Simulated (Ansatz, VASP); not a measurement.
**BaCrF6: VASP beside Ansatz**

Contents of INCAR:

```
PREC = Accurate
ENCUT = 520
EDIFF = 1E-7
ISMEAR = 0
SIGMA = 0.05
LREAL = False
LASPH = True
NELM = 150
ALGO = Normal
ISIF = 2
LWAVE = False
LCHARG = True
ISPIN = 2
MAGMOM = 0 1.74 -0.03 -0.03 -0.03 -0.03 -0.03 -0.03
LORBIT = 11
LMAXMIX = 4
LDAU = True
LDAUTYPE = 1
LDAUL = -1 2 -1
LDAUU = 0 4 0
LDAUJ = 0 0.5 0
LDAUPRINT = 1
LELF = True
LVHAR = True
NBANDS = 46
```

The input KPOINTS:

```
regular mesh
0
Gamma
  4 4 4
```

File POSCAR:

```
BaCrF6
1.0
    3.6639988200      2.1154107000      2.3789998200
   -3.6639988200      2.1154107000      2.3789998200
    0.0000000000     -4.2308214000      2.3789998200
Ba Cr F
1 1 6
Direct
    0.5000000000      0.5000000000      0.5000000000
    0.0000000000      0.0000000000      0.0000000000
    0.2600000000      0.8970000000      0.2600000000
    0.2600000000      0.2600000000      0.8970000000
    0.8970000000      0.2600000000      0.2600000000
    0.7400000000      0.1030000000      0.7400000000
    0.1030000000      0.7400000000      0.7400000000
    0.7400000000      0.7400000000      0.1030000000
```

Input for Ansatz:

```yaml
crystal:
  lattice:
    - [3.66399882, 2.1154107, 2.37899982]
    - [-3.66399882, 2.1154107, 2.37899982]
    - [0.0, -4.2308214, 2.37899982]
  atoms:
    - { symbol: Ba, position: [0.5, 0.5, 0.5] }
    - { symbol: Cr, position: [0.0, 0.0, 0.0], spin: 1.0 }
    - { symbol: F, position: [0.26, 0.897, 0.26] }
    - { symbol: F, position: [0.26, 0.26, 0.897] }
    - { symbol: F, position: [0.897, 0.26, 0.26] }
    - { symbol: F, position: [0.74, 0.103, 0.74] }
    - { symbol: F, position: [0.103, 0.74, 0.74] }
    - { symbol: F, position: [0.74, 0.74, 0.103] }
basis:
  ecutwfc: 420
  ecutrho_ratio: 4
kpoints:
  mp_grid: { grid: [4, 4, 4] }
hamiltonian:
  xc: lda
  hubbard: { sites: [{ site: 1, l: d, u: 4.0, j: 0.5 }] }
scf:
  occupations: { method: gaussian, width: 0.05 }
  lower_state_search: "off"
  max_iter: 150
output:
  forces: true
  stress: true
  eigenvalues: true
  populations: true
  hubbard: { sites: [{ site: 1, l: d }] }
magnetization:
  spin_polarized: true
  initial_magnetization: 1.0
  spin_locking: { lock_magnetization: soft, n_iters: 6 }
```

Alike in both runs: task single point; functional LDA; k mesh 4 × 4 × 4; occupations gaussian, width 0.05 eV; collinear spin; Hubbard terms Cr d U = 4.0 eV, J = 0.5 eV.

|  | VASP | Ansatz |
| --- | --- | --- |
| version | VASP 6.6.1 | Ansatz 0.2.0 |
| potentials or method | VASP PAW LDA potentials, release 64 (Ba_sv, Cr_pv, F), cutoff 520 eV | scalar-relativistic, plane waves, PAW |
| valence electrons in the cell | 64 | 66 |

```tsv
	VASP	Ansatz	Ansatz less VASP
gap on the k mesh at the Fermi level (eV)	none	none	-
pressure (GPa)	-2.8	-4.4	-1.52
traceless stress, the component that is largest in VASP (GPa)	3.24	3.44	+0.199
rms of the force components (eV/Å)	0.320	0.319	-0.0010
net moment per atom (μB)	0.25	0.25	0.000
size of the moment on the site where the two differ most (μB)	2.08	1.74	-0.342
```

LDA's correlation is that of Perdew and Zunger in VASP and of Perdew and Wang (1992) in Ansatz. Site moments also hang on the region over which each program counts them. The programs project onto different local orbitals, so the same U acts differently, and such runs can settle in different states. Atom by atom the forces differ by 0.092 eV/Å (rms over components). A gap of «none» marks a metal or a gap that the smearing closes. VASP's potentials hold 64 valence electrons a cell and Ansatz's 66, so a difference there can come from the potentials and not from the codes. Ansatz's warnings: filled band counts differ across k points, stress scf threshold loose.

Spin-orbit coupling is off throughout.
